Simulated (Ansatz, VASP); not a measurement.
**Two plane-wave programs on MgS**

```
Mg S
1.0
     3.25027    0.00000    0.00000
    -1.62513    2.81481    0.00000
     0.00000    0.00000    5.01489
Mg S
1 1
Direct
  0.00000 0.00000 0.99076
  0.00000 0.00000 0.59548
```

Alike in both runs: task relaxation of cell and atoms; functional PBE; k mesh 6 × 6 × 4; occupations gaussian, width 0.1 eV; no spin polarisation.

|  | VASP | Ansatz |
| --- | --- | --- |
| version | VASP 6.6.1 | Ansatz 0.2.0 |
| potentials or method | VASP PAW PBE potentials, release 64 (Mg_sv, S), cutoff 840 eV | scalar-relativistic, plane waves, PAW |
| valence electrons in the cell | 16 | 16 |

VASP gave:

```
gap on the k mesh at the Fermi level, each at its own relaxed structure (eV)  : 0.60
relaxed volume (Å³/atom)                                                      : 36.70
relaxed length of the cell vector where the two differ most in proportion (Å) : 4.374
```

**Question.** Estimate Ansatz's values.

**Answer.** gap on the k mesh at the Fermi level, each at its own relaxed structure (eV): 1.69; relaxed volume (Å³/atom): 50.67; relaxed length of the cell vector where the two differ most in proportion (Å): 5.132.

One of these differences is far larger than is usual between the two programs; its cause wasn't traced.

Noted on VASP's run: the volume moved by over 15 % at a fixed basis, so the end points are rough.
